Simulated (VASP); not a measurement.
Write the native input for VASP 6.6.1 that does the following.

- Task: single point
- Functional: PBE
- Potentials or basis: VASP PAW PBE potentials, release 64 (Sr_sv, Cl)
- Cutoff: 520 eV
- k mesh: 8 × 8 × 8
- Occupations: gaussian, width 0.05 eV
- Spin: no spin polarisation
- Dipole correction: no
- Further INCAR settings: ALGO = Normal; EDIFF = 1e-06; NBANDS = 19

The structure of SrCl2 lies in POSCAR:

```
SrCl2
1.0
   -0.0893434757      3.4686840038      3.4493328756
    3.4556492402     -0.0785227323      3.4385121322
    3.4592265065      3.4614405268     -0.0820999986
Sr Cl
1 2
Direct
    0.0075149790     -0.0045695599     -0.0015944900
    0.2715602996      0.3058873112      0.2223220610
    0.7209247214      0.6986822487      0.7792724289
```

This cell differs from its parent crystal: atoms moved at random and the cell strained at random.

One way to write it, as run:

INCAR

```
PREC     = Accurate       # precision mode
ENCUT    = 520            # plane-wave cutoff, eV
EDIFF    = 1E-6           # SCF threshold, eV
ISMEAR   = 0              # smearing method
SIGMA    = 0.05           # smearing width, eV
LREAL    = False          # projectors in reciprocal space
LASPH    = True           # aspherical terms in the spheres
NELM     = 80             # most SCF steps
ALGO     = Normal         # electronic algorithm
ISIF     = 2              # what is computed and relaxed
LWAVE    = False          # write WAVECAR
LCHARG   = True           # write CHGCAR
GGA      = PE             # functional
LELF     = True           # ELF
LVHAR    = True         
NBANDS   = 19             # bands
```

KPOINTS

```
Automatic mesh
0
Gamma
  8 8 8
```

Potentials or basis: VASP PAW PBE potentials, release 64 (Sr_sv, Cl).

Run with:

```console
$ cat potpaw_PBE.64/Sr_sv/POTCAR potpaw_PBE.64/Cl/POTCAR > POTCAR
$ mpirun -np 1 vasp_std > vasp.out
```

Results of the run:

| Quantity | Value |
| --- | --- |
| Pressure | 2.3 GPa |
| Largest force | 1.512 eV/Å |
| Band gap on the k mesh | 4.81 eV, indirect (least direct gap 5.03 eV) |

Caveat: the cell differs from its parent crystal (atoms moved at random and the cell strained at random); forces of over 1 eV/Å act on the atoms, so gaps and moduli don't describe the material at rest.

It took 10 min on 1 thread of Oxide Virtual Turin-like Processor, with other jobs on the host, peak memory 0.47 GiB.
